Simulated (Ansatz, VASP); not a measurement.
# One calculation of CsSnI3, two programs

Contents of INCAR:

```
SYSTEM = CsSnI3
PREC = Accurate ; ENCUT = 520
EDIFF = 1E-7 ; ISMEAR = 0
SIGMA = 0.02 ; LREAL = .False.
LASPH = .True. ; NELM = 100
ALGO = Normal ; ISIF = 2
LWAVE = .False. ; LCHARG = .False.
GGA = PE ; NBANDS = 30
```

The input KPOINTS:

```
regular mesh
0
Gamma
  6 6 6
  0 0 0
```

File POSCAR:

```
CsSnI3
1.0
    6.6601603696      0.0000000000      0.0000000000
    0.0000000000      6.6601603696      0.0000000000
    0.0000000000      0.0000000000      6.6601603696
Cs Sn I
1 1 3
Direct
    0.0000000000      0.0000000000      0.0000000000
    0.5000000000      0.5000000000      0.5000000000
    0.0000000000      0.5000000000      0.5000000000
    0.5000000000      0.0000000000      0.5000000000
    0.5000000000      0.5000000000      0.0000000000
```

Input for Ansatz:

```yaml
crystal:
  lattice:
    - [6.6601603696, 0.0, 0.0]
    - [0.0, 6.6601603696, 0.0]
    - [0.0, 0.0, 6.6601603696]
  atoms:
    - { symbol: Cs, position: [0.0, 0.0, 0.0] }
    - { symbol: Sn, position: [0.5, 0.5, 0.5] }
    - { symbol: I, position: [0.0, 0.5, 0.5] }
    - { symbol: I, position: [0.5, 0.0, 0.5] }
    - { symbol: I, position: [0.5, 0.5, 0.0] }
basis:
  ecutwfc: 420
kpoints:
  mp_grid: { grid: [6, 6, 6] }
hamiltonian:
  xc: pbe
scf:
  occupations: { method: gaussian, width: 0.02 }
output:
  forces: true
  stress: true
  eigenvalues: true
```

Change from the starting cell: equal strain along all axes, cell held, atoms relaxed: +6.0 %.

Alike in both runs: task single point; functional PBE; k mesh 6 × 6 × 6; occupations gaussian, width 0.02 eV; no spin polarisation.

|  | VASP | Ansatz |
| --- | --- | --- |
| version | VASP 6.6.1 | Ansatz 0.2.0 |
| potentials or method | VASP PAW PBE potentials, release 64 (Cs_sv, Sn_d, I), cutoff 520 eV | scalar-relativistic, plane waves, PAW |
| valence electrons in the cell | 44 | 74 |

|  | VASP | Ansatz | Ansatz less VASP |
| --- | --- | --- | --- |
| gap on the k mesh at the Fermi level (eV) | 1.06 | 1.06 | +0.004 |
| least direct gap on the mesh (eV) | 1.06 | 1.06 | +0.004 |
| pressure (GPa) | -1.8 | -1.8 | +0.01 |

The functional is the same, so the differences come from potentials, cutoffs and numerics. VASP's potentials hold 44 valence electrons a cell and Ansatz's 74, so a difference there can come from the potentials and not from the codes.

Neither program's run includes spin-orbit coupling.
